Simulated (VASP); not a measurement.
# AgCl (F-43m) in VASP: settings compared

AgCl is run at these levels: PBE, r2SCAN; tasks: single point.

All numbers are computed with VASP 6.6.1; they aren't measurements. Logs are shortened: lines on timing, memory, paths and dates and some standing lists are left out, and cuts for length are marked.

## (1) The cell of the first run

The structure is cubic, space group F-43m (No. 216). The conventional cell has a = 5.986 Å, b = 5.986 Å, c = 5.986 Å, α = 90.00°, β = 90.00°, γ = 90.00°. Within 3.4 Å of Ag (site symmetry -43m) lie 4 Cl at 2.59 Å. Cl (site symmetry -43m) has 4 Ag at 2.59 Å within 3.4 Å.

## (2) Single point, PBE

INCAR reads:

```
ALGO     = Normal         # electronic algorithm
EDIFF    = 1E-6           # SCF threshold, eV
ENCUT    = 520            # plane-wave cutoff, eV
GGA      = PE             # functional
ISIF     = 2              # what is computed and relaxed
ISMEAR   = 0              # smearing method
LASPH    = True           # aspherical terms in the spheres
LCHARG   = False          # write CHGCAR
LREAL    = False          # projectors in reciprocal space
LWAVE    = False          # write WAVECAR
NBANDS   = 16             # bands
NELM     = 80             # most SCF steps
PREC     = Accurate       # precision mode
SIGMA    = 0.01           # smearing width, eV
```

KPOINTS reads:

```
k-points
0
Gamma
  8 8 8
```

POSCAR reads:

```
AgCl
1.0
    0.0000000000      2.9932466769      2.9932466769
    2.9932466769      0.0000000000      2.9932466769
    2.9932466769      2.9932466769      0.0000000000
Ag Cl
1 1
Direct
    0.0000000000      0.0000000000      0.0000000000
    0.2500000000      0.2500000000      0.2500000000
```

Potentials or basis: VASP PAW PBE potentials, release 64 (Ag, Cl).

On the command line:

```sh
cat potpaw_PBE.64/Ag/POTCAR potpaw_PBE.64/Cl/POTCAR > POTCAR
mpirun -np 1 vasp_std > vasp.out
```

OUTCAR:

```text
EDIFF = 1E-6
   ENCUT = 520
   GGA = PE
   ISIF = 2
   ISMEAR = 0
   LASPH = True
   LREAL = False
   NELM = 80
   PREC = Accurate

 ion  position               nearest neighbor table
   1  0.000  0.000  0.000-   2 2.59   2 2.59   2 2.59   2 2.59
   2  0.250  0.250  0.250-   1 2.59   1 2.59   1 2.59   1 2.59

  LATTYP: Found a face centered cubic cell.
 ALAT       =     5.9864933538

  Lattice vectors:

 A1 = (   0.0000000000,   2.9932466769,   2.9932466769)
 A2 = (   2.9932466769,   0.0000000000,   2.9932466769)
 A3 = (   2.9932466769,   2.9932466769,   0.0000000000)

Analysis of symmetry for initial positions (statically):
=====================================================================
 Subroutine PRICEL returns:
 Original cell was already a primitive cell.

 Routine SETGRP: Setting up the symmetry group for a
 face centered cubic supercell.

 Subroutine GETGRP returns: Found 24 space group operations
 (whereof 24 operations were pure point group operations)
 out of a pool of 48 trial point group operations.

The static configuration has the point symmetry T_d .

Analysis of symmetry for dynamics (positions and initial velocities):
=====================================================================
 Subroutine PRICEL returns:
 Original cell was already a primitive cell.

 Routine SETGRP: Setting up the symmetry group for a
 face centered cubic supercell.

 Subroutine GETGRP returns: Found 24 space group operations
 (whereof 24 operations were pure point group operations)
 out of a pool of 48 trial point group operations.

The dynamic configuration has the point symmetry T_d .

 Subroutine INISYM returns: Found 24 space group operations
 (whereof 24 operations are pure point group operations),
 and found     1 'primitive' translations

----------------------------------------------------------------------------------------

                                     Primitive cell

  volume of cell :      53.6361

  direct lattice vectors                    reciprocal lattice vectors
     0.000000000  2.993246677  2.993246677    -0.167042698  0.167042698  0.167042698
     2.993246677  0.000000000  2.993246677     0.167042698 -0.167042698  0.167042698
     2.993246677  2.993246677  0.000000000     0.167042698  0.167042698 -0.167042698

  length of vectors
     4.233090046  4.233090046  4.233090046     0.289326440  0.289326440  0.289326440

  position of ions in fractional coordinates (direct lattice)
     0.000000000  0.000000000  0.000000000
     0.250000000  0.250000000  0.250000000

  ion indices of the primitive-cell ions
   primitive index   ion index
                 1           1
                 2           2

----------------------------------------------------------------------------------------

 KPOINTS: k-points

Automatic generation of k-mesh.
 Grid dimensions read from file:
 generate k-points for:    8    8    8

 Generating k-lattice:

  Cartesian coordinates                     Fractional coordinates (reciprocal lattice)
    -0.020880337  0.020880337  0.020880337     0.125000000  0.000000000  0.000000000
     0.020880337 -0.020880337  0.020880337     0.000000000  0.125000000  0.000000000
     0.020880337  0.020880337 -0.020880337     0.000000000  0.000000000  0.125000000

  Length of vectors
     0.036165805  0.036165805  0.036165805

  Shift w.r.t. Gamma in fractional coordinates (k-lattice)
     0.000000000  0.000000000  0.000000000

 Subroutine IBZKPT returns following result:
 ===========================================

 Found     29 irreducible k-points:

 Following reciprocal coordinates:
            Coordinates               Weight
  0.000000  0.000000  0.000000      1.000000
  0.125000  0.000000  0.000000      8.000000
  0.250000  0.000000  0.000000      8.000000
  0.375000  0.000000  0.000000      8.000000
  0.500000  0.000000  0.000000      4.000000
  0.125000  0.125000  0.000000      6.000000
[... 16 lines left out ...]
  0.500000  0.250000  0.125000     48.000000
 -0.375000  0.250000  0.125000     24.000000
 [... further k-points ...]
   k-points           NKPTS =     29   k-points in BZ     NKDIM =     29   number of bands    NBANDS=     16
   number of dos      NEDOS =    301   number of ions     NIONS =      2
   total plane-waves  NPLWV =  32768
   dimension x,y,z NGX =    32 NGY =   32 NGZ =   32
   dimension x,y,z NGXF=    64 NGYF=   64 NGZF=   64
   ions per type =               1   1
   NGX,Y,Z   is equivalent  to a cutoff of  12.57, 12.57, 12.57 a.u.
   NGXF,Y,Z  is equivalent  to a cutoff of  25.13, 25.13, 25.13 a.u.
 SYSTEM =  unknown system
   PREC   = accura    normal or accurate (medium, high low for compatibility)
   ISTART =      0    job   : 0-new  1-cont  2-samecut
   ICHARG =      2    charge: 1-file 2-atom 10-const
   ISPIN  =      1    spin polarized calculation?
   LNONCOLLINEAR =      F non collinear calculations
   LSORBIT =      F    spin-orbit coupling
   LASPH  =      T    aspherical Exc in radial PAW
   ENCUT  =  520.0 eV  38.22 Ry    6.18 a.u.   7.87  7.87  7.87*2*pi/ulx,y,z
   NELM   =     80;   NELMIN=  2; NELMDL= -5     # of ELM steps
   EDIFF  = 0.1E-05   stopping-criterion for ELM
   LREAL  =      F    real-space projection
   EDIFFG = 0.1E-04   stopping-criterion for IOM
   NSW    =      0    number of steps for IOM
   IBRION =     -1    ionic relax: 0-MD 1-quasi-New 2-CG
   NFREE  =      0    steps in history (QN), initial steepest desc. (CG)
   ISIF   =      2    stress and relaxation
   ISYM   =      2    0-nonsym 1-usesym 2-fastsym
   POTIM  = 0.5000    time-step for ionic-motion
   TEBEG  =    0.0;   TEEND  =   0.0 temperature during run
   PSTRESS=    0.0 pullay stress
   NELECT =      18.0000    total number of electrons
   NUPDOWN=      -1.0000    fix difference up-down
   EMIN   =  10.00;   EMAX   =-10.00  energy-range for DOS
   EFERMI =   0.00;   METHOD = LEGACY
   ISMEAR =     0;   SIGMA  =   0.01  broadening in eV -4-tet -1-fermi 0-gaus
   EFERMI_NEDOS =   21; number of points for ismear=-14 and -15
   IALGO  =     38    algorithm
   IMIX   =      4    mixing-type and parameters
     AMIX     =   0.40;   BMIX     =  1.00
     AMIX_MAG =   1.60;   BMIX_MAG =  1.00
  volume/ion in A,a.u.               =      26.82       180.98
  Fermi-wavevector in a.u.,A,eV,Ry     =   1.137662  2.149869 17.609670  1.294274
  Thomas-Fermi vector in A             =   2.274367
   LORBIT       =      0    0 simple, 1 ext, 2 COOP (PROOUT), +10 PAW based schemes
   GGA     = PE    functional components
   LHFCALC =     F    Hartree Fock is set to
   AEXX    =    0.0000 exact exchange contribution
   IVDW    =     0    specifies the selected vdW correction
   LEPSILON=     F    determine dielectric tensor
   LRPA    =     F    only Hartree local field effects (RPA)
 non-spin polarized calculation
 Gauss-broadening in eV      SIGMA  =   0.01
  energy-cutoff  :      520.00
  volume of cell :       53.64
 maximum number of plane-waves:      1459
   NGX = 15   NGY = 15   NGZ = 15

 number of electron      17.9999995 magnetization

 Free energy of the ion-electron system (eV)
  ---------------------------------------------------
  ext. energy  EPLUGINS =         0.00000000
  ---------------------------------------------------
  free energy    TOTEN  =        -5.44669615 eV

  energy without entropy =       -5.44669615  energy(sigma->0) =       -5.44669615

 E-fermi :   1.8143     XC(G=0):  -8.5425

 val. band max:        1.7620162380   @ k =   0.0000   0.0000   0.0000
 cond. band min:       3.0129743835   @ k =   0.0000   0.0000   0.0000
 fundamental gap:      1.2509581455
 Fermi energy:         1.8142892418

 k-point     1 :       0.0000    0.0000    0.0000
  band No.  band energies     occupation
      1     -13.1033      2.00000
      2      -2.3374      2.00000
      3      -2.3374      2.00000
      4      -2.3374      2.00000
      5      -0.3682      2.00000
      6      -0.3682      2.00000
[... 8 lines left out ...]
     15      14.3960      0.00000
     16      14.6245      0.00000

 k-point     2 :       0.1250    0.0000    0.0000
  band No.  band energies     occupation
      1     -13.0774      2.00000
      2      -2.3793      2.00000
      3      -2.3074      2.00000
      4      -2.3074      2.00000
      5      -0.3726      2.00000
      6      -0.3726      2.00000
[... 8 lines left out ...]
     15      13.8570      0.00000
     16      14.9384      0.00000

 k-point     3 :       0.2500    0.0000    0.0000
  band No.  band energies     occupation
      1     -13.0140      2.00000
      2      -2.4404      2.00000
      3      -2.2369      2.00000
      4      -2.2369      2.00000
      5      -0.3671      2.00000
      6      -0.3671      2.00000
[... 8 lines left out ...]
     15      13.5880      0.00000
     16      14.1848      0.00000

 k-point     4 :       0.3750    0.0000    0.0000
  band No.  band energies     occupation
      1     -12.9498      2.00000
      2      -2.4359      2.00000
      3      -2.1703      2.00000
      4      -2.1703      2.00000
      5      -0.3305      2.00000
      6      -0.3305      2.00000
[... 8 lines left out ...]
     15      14.2484      0.00000
     16      14.2484      0.00000

 k-point     5 :       0.5000    0.0000    0.0000
  band No.  band energies     occupation
      1     -12.9230      2.00000
      2      -2.4080      2.00000
      3      -2.1444      2.00000
      4      -2.1444      2.00000
      5      -0.3023      2.00000
      6      -0.3023      2.00000
[... 8 lines left out ...]
     15      15.1439      0.00000
     16      15.1439      0.00000

 k-point     6 :       0.1250    0.1250    0.0000
  band No.  band energies     occupation
      1     -13.0688      2.00000
      2      -2.4179      2.00000
      3      -2.2829      2.00000
      4      -2.2829      2.00000
      5      -0.4047      2.00000
      6      -0.3464      2.00000
[... 8 lines left out ...]
     15      14.4291      0.00000
     16      15.7843      0.00000
[... 267 lines left out ...]
 k-point    21 :       0.5000    0.5000    0.0000
  band No.  band energies     occupation
      1     -12.8655      2.00000
      2      -2.6822      2.00000
      3      -1.8208      2.00000
      4      -1.8208      2.00000
      5      -0.3159      2.00000
      6      -0.2166      2.00000
[... 8 lines left out ...]
     15      14.6737      0.00000
     16      15.8240      0.00000

 k-point    22 :       0.3750    0.2500    0.1250
  band No.  band energies     occupation
      1     -12.9670      2.00000
      2      -2.4975      2.00000
      3      -2.1589      2.00000
      4      -2.1343      2.00000
      5      -0.4351      2.00000
      6      -0.2963      2.00000
[... 8 lines left out ...]
     15      14.5862      0.00000
     16      16.4368      0.00000

 k-point    23 :       0.5000    0.2500    0.1250
  band No.  band energies     occupation
      1     -12.9156      2.00000
      2      -2.4105      2.00000
      3      -2.1567      2.00000
      4      -2.0460      2.00000
      5      -0.3890      2.00000
      6      -0.3050      2.00000
[... 8 lines left out ...]
     15      15.0972      0.00000
     16      15.4041      0.00000

 k-point    24 :      -0.3750    0.2500    0.1250
  band No.  band energies     occupation
      1     -12.8943      2.00000
      2      -2.3099      2.00000
      3      -2.1964      2.00000
      4      -2.0059      2.00000
      5      -0.4077      2.00000
      6      -0.3059      2.00000
[... 8 lines left out ...]
     15      14.6693      0.00000
     16      15.5111      0.00000

 [... further k-points ...]
[... 5 lines left out ...]
  --------------------------------------------------------------------------------------
  -------------------------------------------------------------------------------------
  Total        0.3618523      0.3618523      0.3618523      0.0000000      0.0000000      0.0000000
  in kB       10.8089724     10.8089724     10.8089724      0.0000000      0.0000000      0.0000000
  external PRESSURE =      10.8089724 kB  Pullay stress =       0.0000000 kB

 VOLUME and BASIS-vectors are now :
 -----------------------------------------------------------------------------
  energy-cutoff  :      520.00
  volume of cell :       53.64
      direct lattice vectors                 reciprocal lattice vectors
     0.000000000  2.993246677  2.993246677    -0.167042698  0.167042698  0.167042698
     2.993246677  0.000000000  2.993246677     0.167042698 -0.167042698  0.167042698
     2.993246677  2.993246677  0.000000000     0.167042698  0.167042698 -0.167042698

 POSITION                                       TOTAL-FORCE (eV/Angst)
 -----------------------------------------------------------------------------------
      0.00000      0.00000      0.00000        -0.000000     -0.000000      0.000000
      1.49662      1.49662      1.49662         0.000000      0.000000     -0.000000
 -----------------------------------------------------------------------------------
    total drift:                               -0.000000     -0.000000      0.000000

  FREE ENERGIE OF THE ION-ELECTRON SYSTEM (eV)
  ---------------------------------------------------
  free  energy   TOTEN  =        -5.4466961514 eV

  energy  without entropy=       -5.4466961514  energy(sigma->0) =       -5.44669615
```

Run time: 12 s. Hardware: 1 thread of AMD EPYC 9R45 (Zen 5), shared host; peak memory 0.15 GiB.

Results:

| Quantity | Value |
| --- | --- |
| Free energy | -5.4467 eV |
| Pressure | 1.1 GPa |
| Band gap on the k mesh | 1.25 eV, direct |

## (3) Single point, r2SCAN

POSCAR is that of step 2.

INCAR.step1 reads:

```
PREC     = Accurate       # precision mode
ENCUT    = 520            # plane-wave cutoff, eV
ISMEAR   = 0              # smearing method
SIGMA    = 0.01           # smearing width, eV
LREAL    = False          # projectors in reciprocal space
LASPH    = True           # aspherical terms in the spheres
NELM     = 60             # most SCF steps
NBANDS   = 16             # bands
GGA      = PE             # functional
ALGO     = Normal         # electronic algorithm
EDIFF    = 1E-4           # SCF threshold, eV
LWAVE    = True           # write WAVECAR
LCHARG   = False          # write CHGCAR
```

INCAR.step2 reads:

```
PREC     = Accurate       # precision mode
ENCUT    = 520            # plane-wave cutoff, eV
EDIFF    = 1E-6           # SCF threshold, eV
ISMEAR   = 0              # smearing method
SIGMA    = 0.01           # smearing width, eV
LREAL    = False          # projectors in reciprocal space
LASPH    = True           # aspherical terms in the spheres
NELM     = 60             # most SCF steps
ALGO     = Normal         # electronic algorithm
ISIF     = 2              # what is computed and relaxed
LWAVE    = False          # write WAVECAR
LCHARG   = True           # write CHGCAR
METAGGA  = R2SCAN         # meta-GGA
LMIXTAU  = True         
LELF     = True           # ELF
LVHAR    = True         
NBANDS   = 16             # bands
ISTART   = 1
```

KPOINTS reads:

```
regular mesh
0
Gamma
  8 8 8
```

Potentials or basis: VASP PAW PBE potentials, release 64 (Ag, Cl).

On the command line:

```sh
cat potpaw_PBE.64/Ag/POTCAR potpaw_PBE.64/Cl/POTCAR > POTCAR
cp INCAR.step1 INCAR
mpirun -np 1 vasp_std > vasp.out
cp INCAR.step2 INCAR
mpirun -np 1 vasp_std > vasp.out
```

Run time: 54 s. Hardware: 1 thread of AMD EPYC 9R45 (Zen 5), shared host; peak memory 0.16 GiB.

Results (log left out):

```
Free energy            : -28.5439 eV
Pressure               : 0.0 GPa
Band gap on the k mesh : 1.60 eV, direct
```

Levels at points of the mesh, in eV from the valence-band top:
```
           k point  band 7  band 8  band 9  band 10  band 11  band 12
(0.00, 0.00, 0.00)    0.00    0.00    0.00     1.60     8.67     8.67
(0.50, 0.00, 0.00)   -1.97   -0.58   -0.58     4.21     6.99     8.95
(0.50, 0.50, 0.00)   -1.70   -1.37   -1.37     5.08     5.96     8.95
```

Caveat: the PAW data sets were made with another functional, which shifts forces and pressure a little. A k mesh can miss the band edges.
